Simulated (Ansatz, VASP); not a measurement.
W in VASP and in Ansatz

File INCAR:

```
PREC = Accurate
ENCUT = 500
EDIFF = 1E-6
ISMEAR = 0
SIGMA = 0.15
LREAL = False
LASPH = True
NELM = 120
ALGO = Normal
ISIF = 2
LWAVE = False
LCHARG = False
GGA = PE
NBANDS = 13
GGA_COMPAT = False
```

Contents of KPOINTS:

```
regular mesh
0
Gamma
  30 30 30
```

POSCAR

```
W
1.0
   -1.4979216924      1.4979216924      1.7975060309
    1.4979216924     -1.4979216924      1.7975060309
    1.4979216924      1.4979216924     -1.7975060309
W
1
Direct
    0.0000000000      0.0000000000      0.0000000000
```

Input for Ansatz:

```yaml
crystal:
  lattice:
    - [-1.4979216924, 1.4979216924, 1.7975060309]
    - [1.4979216924, -1.4979216924, 1.7975060309]
    - [1.4979216924, 1.4979216924, -1.7975060309]
  atoms:
    - { symbol: W, position: [0.0, 0.0, 0.0] }
basis:
  ecutwfc: 420
kpoints:
  mp_grid: { grid: [30, 30, 30] }
hamiltonian:
  xc: pbe
scf:
  occupations: { method: gaussian, width: 0.15 }
output:
  forces: true
  stress: true
  eigenvalues: true
```

Alike in both runs: task single point; functional PBE; k mesh 30 × 30 × 30; occupations gaussian, width 0.15 eV; no spin polarisation.

```csv
,VASP,Ansatz
version,VASP 6.6.1,Ansatz 0.2.0
potentials or method,"VASP PAW PBE potentials, release 64 (W_sv), cutoff 500 eV","scalar-relativistic, plane waves, PAW"
valence electrons in the cell,14,14
```

|  | VASP | Ansatz | Ansatz less VASP |
| --- | --- | --- | --- |
| gap on the k mesh at the Fermi level (eV) | none | none | - |
| pressure (GPa) | 4.3 | 3.8 | -0.50 |
| traceless stress, the component that is largest in VASP (GPa) | -20.80 | -20.78 | +0.023 |

A gap of «none» marks a metal or a gap that the smearing closes. The functional is the same, so the differences come from potentials, cutoffs and numerics.

Spin-orbit coupling is off throughout.
